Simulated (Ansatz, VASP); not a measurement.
Bi: VASP beside Ansatz

Contents of INCAR:

```
SYSTEM = Bi
ALGO = Normal
EDIFF = 1E-7
ENCUT = 520
GGA = PE
ISIF = 2
ISMEAR = 1
LASPH = .True.
LCHARG = .False.
LREAL = .False.
LWAVE = .False.
NBANDS = 22
NELM = 60
PREC = Accurate
SIGMA = 0.01
```

Contents of KPOINTS:

```
k-points
0
Gamma
  8 8 8
  0 0 0
```

Contents of POSCAR:

```
Bi
1.0
    2.2924582305      1.3235513765      4.0467531177
   -2.2924582305      1.3235513765      4.0467531177
    0.0000000000     -2.6471027530      4.0467531177
Bi
2
Direct
    0.2337113826      0.2337113826      0.2337113826
    0.7662886174      0.7662886174      0.7662886174
```

Input for Ansatz:

```yaml
crystal:
  lattice:
    - [2.2924582305, 1.3235513765, 4.0467531177]
    - [-2.2924582305, 1.3235513765, 4.0467531177]
    - [0.0, -2.647102753, 4.0467531177]
  atoms:
    - { symbol: Bi, position: [0.2337113826, 0.2337113826, 0.2337113826] }
    - { symbol: Bi, position: [0.7662886174, 0.7662886174, 0.7662886174] }
hamiltonian:
  xc: pbe
  pseudopotentials:
    kind: paw
    azcp:
      Bi: "pseudopotentials/Bi.paw.azcp"
basis:
  ecutwfc: 420
  fft_grid_basis: typed
kpoints:
  mp_grid: { grid: [8, 8, 8], shift: [0, 0, 0] }
magnetization:
  spin_polarized: false
scf:
  occupations: { method: methfessel_paxton, width: 0.01 }
  lower_state_search: "off"
output:
  stress: true
  write_density: true
  write_potential: true
  elf: true
  volumetric_format: npy
```

Alike in both runs: task single point; functional PBE; k mesh 8 × 8 × 8; occupations methfessel-paxton of order 1, width 0.01 eV; no spin polarisation.

|  | VASP | Ansatz |
| --- | --- | --- |
| version | VASP 6.6.1 | Ansatz 0.2.0 |
| potentials or method | VASP PAW PBE potentials, release 64 (Bi_d), cutoff 520 eV | plane waves (420 eV) with PAW, scalar-relativistic |
| valence electrons in the cell | 30 | 30 |

VASP gave:

* pressure (GPa): -0.1

Question: Which values does Ansatz return?

Answer: Pressure (GPa): 0.0.

The functional is the same, so the differences come from potentials, cutoffs and numerics.

Neither program's run includes spin-orbit coupling.
